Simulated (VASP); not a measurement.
Here is a VASP 6.6.1 calculation.

Contents of POSCAR:

```
CsI
1.0
    4.6080834137      0.0000000000      0.0000000000
    0.0000000000      4.6080834137      0.0000000000
    0.0000000000      0.0000000000      4.6080834137
Cs I
1 1
Direct
    0.0000000000      0.0000000000      0.0000000000
    0.5000000000      0.5000000000      0.5000000000
```

INCAR.step1

```
SYSTEM = CsI
  PREC = Accurate
  ENCUT = 400
  EDIFF = 1E-5
  ISMEAR = 0
  SIGMA = 0.01
  LREAL = .FALSE.
  LASPH = .TRUE.
  NELM = 120
  ALGO = Normal
  ISIF = 2
  LWAVE = .TRUE.
  LCHARG = .FALSE.
  GGA = PE
  NBANDS = 15
  GGA_COMPAT = .FALSE.
```

Contents of INCAR.step2:

```
SYSTEM = CsI
  PREC = Accurate
  ENCUT = 400
  EDIFF = 1E-6
  ISMEAR = 0
  SIGMA = 0.01
  LREAL = .FALSE.
  LASPH = .TRUE.
  NELM = 120
  ALGO = Normal
  ISIF = 2
  LWAVE = .FALSE.
  LCHARG = .FALSE.
  GGA = PE
  LHFCALC = .TRUE.
  HFSCREEN = 0.2079
  PRECFOCK = Normal
  ISTART = 1
  NBANDS = 15
  GGA_COMPAT = .FALSE.
```

Contents of KPOINTS:

```
regular mesh
0
G
  4 4 4
  0 0 0
```

Potentials or basis: VASP PAW PBE potentials, release 64 (Cs_sv, I).

Launch:

```sh
$ cat potpaw_PBE.64/Cs_sv/POTCAR potpaw_PBE.64/I/POTCAR > POTCAR
$ cp INCAR.step1 INCAR
$ mpirun -np 1 vasp_std > vasp.out
$ cp INCAR.step2 INCAR
$ mpirun -np 1 vasp_std > vasp.out
```

Q: Estimate the band gap on the k mesh.

A: 4.78 eV (least direct gap 4.88 eV).

Q: Estimate the pressure.

A: 0.2 GPa.

Caveat: the PAW data sets were made with another functional, which shifts forces and pressure a little; spin-orbit coupling is left out, which moves the levels of the heavy elements. A k mesh can miss the band edges.
